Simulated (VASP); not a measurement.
A run of VASP 6.6.1 is set up as follows.

The input INCAR:

```
ALGO = Normal ; EDIFF = 1E-7
EDIFFG = -0.01 ; ENCUT = 600
GGA = PE ; IBRION = 2
ISIF = 3 ; ISMEAR = 0
LASPH = T ; LCHARG = F
LREAL = F ; LWAVE = F
NELM = 80 ; NSW = 100
PREC = Accurate ; SIGMA = 0.02
```

Contents of KPOINTS:

```
k-points
0
Gamma
  6 6 2
```

Contents of POSCAR:

```
Cd4SeS3
1.0
    4.2413339754      0.0000000000      0.0000000000
   -2.1206669877      3.6731029687      0.0000000000
    0.0000000000      0.0000000000     13.8334183850
Cd Se S
4 1 3
Direct
    0.3333333333      0.6666666667      0.0048685968
    0.3333333333      0.6666666667      0.4943536227
    0.6666666667      0.3333333333      0.2495612007
    0.6666666667      0.3333333333      0.7605015112
    0.3333333333      0.6666666667      0.6883083854
    0.3333333333      0.6666666667      0.1908241534
    0.6666666667      0.3333333333      0.4354987292
    0.6666666667      0.3333333333      0.9460838007
```

Potentials or basis: VASP PAW PBE potentials, release 64 (Cd, Se, S).

Command:

```bash
$ cat potpaw_PBE.64/Cd/POTCAR potpaw_PBE.64/Se/POTCAR potpaw_PBE.64/S/POTCAR > POTCAR
$ mpirun -np 1 vasp_std > vasp.out
```

(1) What does it give for the relaxed volume?

(2) Estimate the relaxed cell.

(3) What does it give for the space group after relaxing (to 0.1 Å)?

(4) What does it give for the band gap on the k mesh?

## Answers

(1) 27.06 Å³/atom.

(2) a = 4.248 Å, b = 4.248 Å, c = 13.855 Å, α = 90.00°, β = 90.00°, γ = 120.00°.

(3) P3m1 (No. 156).

(4) 0.73 eV.

Caveat: semilocal functionals underestimate gaps, and a narrow one can read as zero.
